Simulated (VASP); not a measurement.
# Nb (Fm-3m) in VASP: notebook

Runs on Nb. Level: PBEsol. Tasks: single point, relaxation of cell and atoms.

Everything below comes from runs of VASP 6.6.1. Logs are shortened: lines on timing, memory, paths and dates and some standing lists are left out, and cuts for length are marked.

## 1. The cell of the first run

It takes space group Fm-3m (No. 225, cubic). The conventional cell has a = 3.913 Å, b = 3.913 Å, c = 3.913 Å, α = 90.00°, β = 90.00°, γ = 90.00°. Nb (site symmetry m-3m) has 12 Nb at 2.77 Å within 3.6 Å.

This isn't the form of Nb at room conditions, which is bcc.

## 2. Single point, PBEsol

The input, INCAR:

```
SYSTEM = Nb
  PREC = Accurate
  ENCUT = 500
  EDIFF = 1E-6
  ISMEAR = 0
  SIGMA = 0.1
  LREAL = .False.
  LASPH = .True.
  NELM = 120
  ALGO = Normal
  ISIF = 2
  LWAVE = .False.
  LCHARG = .False.
  GGA = PS
  NBANDS = 12
  GGA_COMPAT = .False.
```

The input, KPOINTS:

```
regular mesh
0
Gamma
  9 9 9
  0 0 0
```

The input, POSCAR:

```
Nb
1.0
    0.0000000000      1.9565976134      1.9565976134
    1.9565976134      0.0000000000      1.9565976134
    1.9565976134      1.9565976134      0.0000000000
Nb
1
Direct
    0.0000000000      0.0000000000      0.0000000000
```

Potentials or basis: VASP PAW PBE potentials, release 64 (Nb_sv).

On the command line:

```console
$ cat potpaw_PBE.64/Nb_sv/POTCAR > POTCAR
$ mpirun -np 1 vasp_std > vasp.out
```

OUTCAR:

```text
SYSTEM = Nb
   PREC = Accurate
   ENCUT = 500
   EDIFF = 1E-6
   ISMEAR = 0
   LREAL = .False.
   LASPH = .True.
   NELM = 120
   ISIF = 2
   GGA = PS

 ion  position               nearest neighbor table
   1  0.000  0.000  0.000-

  LATTYP: Found a face centered cubic cell.
 ALAT       =     3.9131952268

  Lattice vectors:

 A1 = (   0.0000000000,   1.9565976134,   1.9565976134)
 A2 = (   1.9565976134,   0.0000000000,   1.9565976134)
 A3 = (   1.9565976134,   1.9565976134,   0.0000000000)

Analysis of symmetry for initial positions (statically):
=====================================================================
 Subroutine PRICEL returns:
 Original cell was already a primitive cell.

 Routine SETGRP: Setting up the symmetry group for a
 face centered cubic supercell.

 Subroutine GETGRP returns: Found 48 space group operations
 (whereof 48 operations were pure point group operations)
 out of a pool of 48 trial point group operations.

The static configuration has the point symmetry O_h .

Analysis of symmetry for dynamics (positions and initial velocities):
=====================================================================
 Subroutine PRICEL returns:
 Original cell was already a primitive cell.

 Routine SETGRP: Setting up the symmetry group for a
 face centered cubic supercell.

 Subroutine GETGRP returns: Found 48 space group operations
 (whereof 48 operations were pure point group operations)
 out of a pool of 48 trial point group operations.

The dynamic configuration has the point symmetry O_h .

 Subroutine INISYM returns: Found 48 space group operations
 (whereof 48 operations are pure point group operations),
 and found     1 'primitive' translations

----------------------------------------------------------------------------------------

                                     Primitive cell

  volume of cell :      14.9808

  direct lattice vectors                    reciprocal lattice vectors
     0.000000000  1.956597613  1.956597613    -0.255545645  0.255545645  0.255545645
     1.956597613  0.000000000  1.956597613     0.255545645 -0.255545645  0.255545645
     1.956597613  1.956597613  0.000000000     0.255545645  0.255545645 -0.255545645

  length of vectors
     2.767046881  2.767046881  2.767046881     0.442618042  0.442618042  0.442618042

  position of ions in fractional coordinates (direct lattice)
     0.000000000  0.000000000  0.000000000

  ion indices of the primitive-cell ions
   primitive index   ion index
                 1           1

----------------------------------------------------------------------------------------

 KPOINTS: regular mesh

Automatic generation of k-mesh.
 Grid dimensions read from file:
 generate k-points for:    9    9    9

 Generating k-lattice:

  Cartesian coordinates                     Fractional coordinates (reciprocal lattice)
    -0.028393961  0.028393961  0.028393961     0.111111111  0.000000000  0.000000000
     0.028393961 -0.028393961  0.028393961     0.000000000  0.111111111  0.000000000
     0.028393961  0.028393961 -0.028393961     0.000000000  0.000000000  0.111111111

  Length of vectors
     0.049179782  0.049179782  0.049179782

  Shift w.r.t. Gamma in fractional coordinates (k-lattice)
     0.000000000  0.000000000  0.000000000

 Subroutine IBZKPT returns following result:
 ===========================================

 Found     35 irreducible k-points:

 Following reciprocal coordinates:
            Coordinates               Weight
  0.000000  0.000000  0.000000      1.000000
  0.111111  0.000000  0.000000      8.000000
  0.222222  0.000000  0.000000      8.000000
  0.333333  0.000000  0.000000      8.000000
  0.444444  0.000000  0.000000      8.000000
  0.111111  0.111111  0.000000      6.000000
[... 16 lines left out ...]
 -0.333333  0.333333  0.000000     12.000000
  0.444444  0.444444  0.000000      6.000000
 [... further k-points ...]
   k-points           NKPTS =     35   k-points in BZ     NKDIM =     35   number of bands    NBANDS=     12
   number of dos      NEDOS =    301   number of ions     NIONS =      1
   total plane-waves  NPLWV =   8000
   dimension x,y,z NGX =    20 NGY =   20 NGZ =   20
   dimension x,y,z NGXF=    40 NGYF=   40 NGZF=   40
   ions per type =               1
   NGX,Y,Z   is equivalent  to a cutoff of  12.02, 12.02, 12.02 a.u.
   NGXF,Y,Z  is equivalent  to a cutoff of  24.03, 24.03, 24.03 a.u.
 SYSTEM =  Nb
   PREC   = accura    normal or accurate (medium, high low for compatibility)
   ISTART =      0    job   : 0-new  1-cont  2-samecut
   ICHARG =      2    charge: 1-file 2-atom 10-const
   ISPIN  =      1    spin polarized calculation?
   LNONCOLLINEAR =      F non collinear calculations
   LSORBIT =      F    spin-orbit coupling
   LASPH  =      T    aspherical Exc in radial PAW
   ENCUT  =  500.0 eV  36.75 Ry    6.06 a.u.   5.04  5.04  5.04*2*pi/ulx,y,z
   NELM   =    120;   NELMIN=  2; NELMDL= -5     # of ELM steps
   EDIFF  = 0.1E-05   stopping-criterion for ELM
   LREAL  =      F    real-space projection
   EDIFFG = 0.1E-04   stopping-criterion for IOM
   NSW    =      0    number of steps for IOM
   IBRION =     -1    ionic relax: 0-MD 1-quasi-New 2-CG
   NFREE  =      0    steps in history (QN), initial steepest desc. (CG)
   ISIF   =      2    stress and relaxation
   ISYM   =      2    0-nonsym 1-usesym 2-fastsym
   POTIM  = 0.5000    time-step for ionic-motion
   TEBEG  =    0.0;   TEEND  =   0.0 temperature during run
   PSTRESS=    0.0 pullay stress
   NELECT =      13.0000    total number of electrons
   NUPDOWN=      -1.0000    fix difference up-down
   EMIN   =  10.00;   EMAX   =-10.00  energy-range for DOS
   EFERMI =   0.00;   METHOD = LEGACY
   ISMEAR =     0;   SIGMA  =   0.10  broadening in eV -4-tet -1-fermi 0-gaus
   EFERMI_NEDOS =   21; number of points for ismear=-14 and -15
   IALGO  =     38    algorithm
   IMIX   =      4    mixing-type and parameters
     AMIX     =   0.40;   BMIX     =  1.00
     AMIX_MAG =   1.60;   BMIX_MAG =  1.00
  volume/ion in A,a.u.               =      14.98       101.10
  Fermi-wavevector in a.u.,A,eV,Ry     =   1.561509  2.950824 33.175217  2.438310
  Thomas-Fermi vector in A             =   2.664564
   LORBIT       =      0    0 simple, 1 ext, 2 COOP (PROOUT), +10 PAW based schemes
   GGA     = PS    functional components
   LHFCALC =     F    Hartree Fock is set to
   AEXX    =    0.0000 exact exchange contribution
   IVDW    =     0    specifies the selected vdW correction
   LEPSILON=     F    determine dielectric tensor
   LRPA    =     F    only Hartree local field effects (RPA)
 non-spin polarized calculation
 Gauss-broadening in eV      SIGMA  =   0.10
  energy-cutoff  :      500.00
  volume of cell :       14.98
 maximum number of plane-waves:       388
   NGX =  9   NGY =  9   NGZ =  9

 number of electron      12.9999999 magnetization

 Free energy of the ion-electron system (eV)
  ---------------------------------------------------
  ext. energy  EPLUGINS =         0.00000000
  ---------------------------------------------------
  free energy    TOTEN  =       -10.19261000 eV

  energy without entropy =      -10.18456255  energy(sigma->0) =      -10.18858627

 E-fermi :  14.3398     XC(G=0): -13.6118

 val. band max:       14.3183952106   @ k =  -0.2222   0.1111   0.0000
 cond. band min:      14.4093057393   @ k =   0.1111   0.0000   0.0000
 fundamental gap:      0.0909105288
 Fermi energy:        14.3398179863

 k-point     1 :       0.0000    0.0000    0.0000
  band No.  band energies     occupation
      1     -40.3026      2.00000
      2     -15.0876      2.00000
      3     -15.0876      2.00000
      4     -15.0876      2.00000
      5       7.6334      2.00000
      6      14.1526      1.99190
      7      14.1526      1.99190
      8      14.1526      1.99190
      9      17.6869      0.00000
     10      17.6869      0.00000
     11      26.2404      0.00000
     12      32.0425      0.00000

 k-point     2 :       0.1111    0.0000    0.0000
  band No.  band energies     occupation
      1     -40.2490      2.00000
      2     -15.3953      2.00000
      3     -15.1235      2.00000
      4     -15.1235      2.00000
      5       8.2141      2.00000
      6      13.7210      2.00000
      7      14.4093      0.32575
      8      14.4093      0.32575
      9      17.4326      0.00000
     10      17.4326      0.00000
     11      27.3958      0.00000
     12      30.4014      0.00000

 k-point     3 :       0.2222    0.0000    0.0000
  band No.  band energies     occupation
      1     -40.1107      2.00000
      2     -16.1357      2.00000
      3     -15.2130      2.00000
      4     -15.2130      2.00000
      5       9.4076      2.00000
      6      13.3314      2.00000
      7      14.6703      0.00000
      8      14.6703      0.00000
      9      17.4783      0.00000
     10      17.4783      0.00000
     11      27.5245      0.00000
     12      30.9305      0.00000
[... 286 lines left out ...]
 k-point    23 :      -0.3333    0.3333    0.0000
  band No.  band energies     occupation
      1     -39.7070      2.00000
      2     -16.7185      2.00000
      3     -16.6891      2.00000
      4     -15.6309      2.00000
      5      10.6592      2.00000
      6      12.3161      2.00000
      7      14.1752      1.98007
      8      16.7605      0.00000
      9      19.0728      0.00000
     10      23.7923      0.00000
     11      28.9004      0.00000
     12      29.7353      0.00000

 k-point    24 :       0.4444    0.4444    0.0000
  band No.  band energies     occupation
      1     -39.6892      2.00000
      2     -17.2428      2.00000
      3     -15.8996      2.00000
      4     -15.8996      2.00000
      5       8.9224      2.00000
      6       9.7429      2.00000
      7      19.0691      0.00000
      8      20.3043      0.00000
      9      20.7224      0.00000
     10      20.7224      0.00000
     11      28.1458      0.00000
     12      28.1458      0.00000

 [... further k-points ...]

------------------------ aborting loop because EDIFF is reached ----------------------------------------

  FORCE on cell =-STRESS in cart. coord.  units (eV):
  Direction    XX          YY          ZZ          XY          YZ          ZX
  --------------------------------------------------------------------------------------
  -------------------------------------------------------------------------------------
  Total        4.1724444      4.1724444      4.1724444      0.0000000      0.0000000     -0.0000000
  in kB      446.2380385    446.2380385    446.2380385      0.0000000      0.0000000     -0.0000000
  external PRESSURE =     446.2380385 kB  Pullay stress =       0.0000000 kB

 VOLUME and BASIS-vectors are now :
 -----------------------------------------------------------------------------
  energy-cutoff  :      500.00
  volume of cell :       14.98
      direct lattice vectors                 reciprocal lattice vectors
     0.000000000  1.956597613  1.956597613    -0.255545645  0.255545645  0.255545645
     1.956597613  0.000000000  1.956597613     0.255545645 -0.255545645  0.255545645
     1.956597613  1.956597613  0.000000000     0.255545645  0.255545645 -0.255545645

 POSITION                                       TOTAL-FORCE (eV/Angst)
 -----------------------------------------------------------------------------------
      0.00000      0.00000      0.00000         0.000000      0.000000      0.000000
 -----------------------------------------------------------------------------------
    total drift:                               -0.000000     -0.000000     -0.000000

  FREE ENERGIE OF THE ION-ELECTRON SYSTEM (eV)
  ---------------------------------------------------
  free  energy   TOTEN  =       -10.1926099995 eV

  energy  without entropy=      -10.1845625493  energy(sigma->0) =      -10.18858627
```

Run time: 7.1 s. Hardware: 1 thread of AMD EPYC 7R43 (Zen 3), shared host; peak memory 0.09 GiB.

What came out:

```
Free energy            : -10.1926 eV
Pressure               : 44.6 GPa
Band gap on the k mesh : zero (an odd number of electrons rules out a gap without spin polarisation)
```

Levels at points of the mesh, in eV from the Fermi level:
```
           k point  band 3  band 4  band 5  band 6  band 7  band 8  band 9  band 10
(0.00, 0.00, 0.00)  -29.43  -29.43   -6.71   -0.19   -0.19   -0.19    3.35     3.35
```

Caveat: the cell stands under pressure; the PAW data sets were made with another functional, which shifts forces and pressure a little.

## 3. Single point, PBEsol

This run uses another cell than the first one, of 16.90 Å³/atom.

The input, INCAR:

```
ALGO = Normal
EDIFF = 1E-6
ENCUT = 500
GGA = PS
GGA_COMPAT = F
ISIF = 2
ISMEAR = 0
LASPH = T
LCHARG = F
LREAL = F
LWAVE = F
NBANDS = 12
NELM = 120
PREC = Accurate
SIGMA = 0.1
```

The input, KPOINTS:

```
k-points
0
Gamma
  9 9 9
```

The input, POSCAR:

```
Nb
1.0
    0.0000000000      2.0366711736      2.0366711736
    2.0366711736      0.0000000000      2.0366711736
    2.0366711736      2.0366711736      0.0000000000
Nb
1
Direct
    0.0000000000      0.0000000000      0.0000000000
```

Potentials or basis: VASP PAW PBE potentials, release 64 (Nb_sv).

On the command line:

```console
$ cat potpaw_PBE.64/Nb_sv/POTCAR > POTCAR
$ mpirun -np 1 vasp_std > vasp.out
```

Wall time 11 s (1 thread of AMD EPYC 7R43 (Zen 3), shared host); peak memory 0.1 GiB.

The run converged. Its results:

* Free energy: -10.5365 eV
* Pressure: 14.7 GPa
* Band gap on the k mesh: zero (an odd number of electrons rules out a gap without spin polarisation)

Levels at points of the mesh, in eV from the Fermi level:
| k point | band 2 | band 3 | band 4 | band 5 | band 6 | band 7 | band 8 | band 9 | band 10 | band 11 |
| --- | --- | --- | --- | --- | --- | --- | --- | --- | --- | --- |
| (0.00, 0.00, 0.00) | -29.78 | -29.78 | -29.78 | -6.48 | 0.01 | 0.01 | 0.01 | 3.01 | 3.01 | 11.93 |

Caveat: the cell stands under pressure; the PAW data sets were made with another functional, which shifts forces and pressure a little.

(Continued in part 2 of 2.)
